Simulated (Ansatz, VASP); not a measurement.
**Cd in VASP and in Ansatz**

INCAR

```
PREC = Accurate ; ENCUT = 600
EDIFF = 1E-6 ; ISMEAR = -1
SIGMA = 0.1 ; LREAL = False
LASPH = True ; NELM = 60
ALGO = Normal ; ISIF = 3
LWAVE = False ; LCHARG = False
GGA = RE ; IBRION = 2
NSW = 80 ; EDIFFG = -0.01
```

KPOINTS

```
regular mesh
0
Gamma
  12 12 12
```

The input POSCAR:

```
Cd
1.0
    0.0000000000      2.2099191412      2.2099191412
    2.2099191412      0.0000000000      2.2099191412
    2.2099191412      2.2099191412      0.0000000000
Cd
1
Direct
    0.0000000000      0.0000000000      0.0000000000
```

Input for Ansatz:

```yaml
crystal:
  lattice:
    - [0.0, 2.2099191412, 2.2099191412]
    - [2.2099191412, 0.0, 2.2099191412]
    - [2.2099191412, 2.2099191412, 0.0]
  atoms:
    - { symbol: Cd, position: [0.0, 0.0, 0.0] }
hamiltonian:
  xc: revpbe
  pseudopotentials:
    kind: paw
    azcp:
      Cd: "pseudopotentials/Cd.paw.azcp"
basis:
  ecutwfc: 420
  fft_grid_basis: typed
kpoints:
  mp_grid: { grid: [12, 12, 12], shift: [0, 0, 0] }
magnetization:
  spin_polarized: false
scf:
  occupations: { method: fermi_dirac, width: 0.1 }
relax:
  max_steps: 60
  f_tol: 0.01
  cell: {}
```

Alike in both runs: task relaxation of cell and atoms; functional revPBE; k mesh 12 × 12 × 12; occupations fermi-dirac, width 0.1 eV; no spin polarisation.

|  | VASP | Ansatz |
| --- | --- | --- |
| version | VASP 6.6.1 | Ansatz 0.2.0 |
| potentials or method | VASP PAW PBE potentials, release 64 (Cd), cutoff 600 eV | plane waves (420 eV) with PAW, scalar-relativistic |
| valence electrons in the cell | 12 | 20 |

VASP gave:

```
relaxed volume (Å³/atom)                                     : 24.09
relaxed cell length with the largest relative difference (Å) : 3.242
```

Question: What did Ansatz give for the same quantities?

Answer: Relaxed volume (Å³/atom): 23.97; relaxed cell length with the largest relative difference (Å): 3.237.

VASP's potentials were made for PBE, not for revPBE. VASP's potentials hold 12 valence electrons a cell and Ansatz's 20, so a difference there can come from the potentials and not from the codes.
